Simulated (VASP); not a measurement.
**Mg2I: single point with PBE**

The system is Mg2I.

```
Mg I
1.0
     0.00000    3.81778    3.81778
     3.81778    0.00000    3.81778
     3.81778    3.81778    0.00000
Mg I
2 1
Direct
  0.25000 0.25000 0.25000
  0.75000 0.75000 0.75000
  0.00000 0.00000 0.00000
```

| Quantity | Value |
| --- | --- |
| Program | VASP 6.6.1 |
| Task | single point |
| Functional | PBE |
| Potentials or basis | VASP PAW PBE potentials, release 64 (Mg, I) |
| Cutoff | 520 eV |
| k mesh | 10 × 10 × 10 |
| Occupations | gaussian, width 0.1 eV |
| Spin | no spin polarisation |

| Item | Value |
| --- | --- |
| Pressure | 0.0 GPa |
| Band gap on the k mesh | zero (an odd number of electrons rules out a gap without spin polarisation) |

Levels at points of the mesh, in eV from the Fermi level:
```
           k point  band 3  band 4  band 5  band 6  band 7  band 8
(0.00, 0.00, 0.00)   -4.30   -4.30   -3.18    1.00    1.00    1.00
(0.50, 0.00, 0.00)   -4.48   -4.48   -1.98    0.96    1.28    1.28
(0.50, 0.50, 0.00)   -4.77   -4.77   -1.23   -0.61    1.08    3.00
```

Wall time 22 s on 1 thread of Intel(R) Xeon(R) 6975P-C (Granite Rapids) (shared host), peak memory 0.27 GiB.

Caveat: spin-orbit coupling is left out, which moves the levels of the heavy elements; an odd number of electrons without spin polarisation forces a metal; a magnetic or distorted state may lie lower.
